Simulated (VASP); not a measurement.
Write the native input for VASP 6.6.1 that does the following.

| Quantity | Value |
| --- | --- |
| Task | single point |
| Functional | PBE |
| Potentials or basis | VASP PAW PBE potentials, release 64 (Mo_sv) |
| Cutoff | 520 eV |
| k mesh | 11 × 11 × 21 |
| Occupations | gaussian, width 0.1 eV |
| Spin | no spin polarisation |
| Dipole correction | no |
| Further INCAR settings | ALGO = Fast; EDIFF = 1e-06; NBANDS = 13; ISYM = 0 |

The structure of Mo lies in POSCAR:

```
Mo
1.0
    3.0969331861      0.0000023251      0.0037949381
    0.0000023251      3.0969331861     -0.0037949381
   -1.5464813092      1.5464813092      1.6003634927
Mo
1
Direct
    0.0000000000      0.0000000000      0.0000000000
```

The input as run:

INCAR

```
SYSTEM = Mo
  PREC = Accurate
  ENCUT = 520
  EDIFF = 1E-6
  ISMEAR = 0
  SIGMA = 0.1
  LREAL = .FALSE.
  LASPH = .TRUE.
  NELM = 60
  ALGO = Fast
  ISIF = 2
  LWAVE = .FALSE.
  LCHARG = .FALSE.
  GGA = PE
  NBANDS = 13
  ISYM = 0
```

KPOINTS

```
Automatic mesh
0
G
  11 11 21
  0 0 0
```

Potentials or basis: VASP PAW PBE potentials, release 64 (Mo_sv).

Launch:

```bash
$ cat potpaw_PBE.64/Mo_sv/POTCAR > POTCAR
$ mpirun -np 1 vasp_std > vasp.out
```

Results of the run:

The pressure is 8.0 GPa and the band gap on the k mesh is zero (bands 7 and 8 overlap by 5.09 eV).

Caveat: the cell stands under pressure.

Wall time 120 s on 1 thread of Intel(R) Xeon(R) Platinum 8375C CPU @ 2.90GHz (Ice Lake), on a shared host, peak memory 0.33 GiB.
